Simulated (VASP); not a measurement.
A run of VASP 6.6.1 is set up as follows.

Contents of INCAR:

```
SYSTEM = Pb
ALGO = Normal
EDIFF = 1E-7
ENCUT = 520
GGA = PE
ISIF = 2
ISMEAR = -1
LASPH = .TRUE.
LCHARG = .TRUE.
LELF = .TRUE.
LREAL = .FALSE.
LVHAR = .TRUE.
LWAVE = .FALSE.
NBANDS = 13
NELM = 60
PREC = Accurate
SIGMA = 0.06122561905347299
```

File KPOINTS:

```
k-points
0
G
  19 19 19
  0 0 0
```

POSCAR

```
Pb
1.0
    0.0000000000      2.4891763361      2.4891763361
    2.4891763361      0.0000000000      2.4891763361
    2.4891763361      2.4891763361      0.0000000000
Pb
1
Direct
    0.0000000000      0.0000000000      0.0000000000
```

Potentials or basis: VASP PAW PBE potentials, release 64 (Pb_d).

Run with:

```sh
$ cat potpaw_PBE.64/Pb_d/POTCAR > POTCAR
$ mpirun -np 1 vasp_std > vasp.out
```

Question: What does it give for the pressure?

Answer: 1.6 GPa.

Question: What does it give for the band gap on the k mesh?

Answer: Zero (bands 7 and 8 overlap by 8.92 eV).

Caveat: spin-orbit coupling is left out, which moves the levels of the heavy elements.
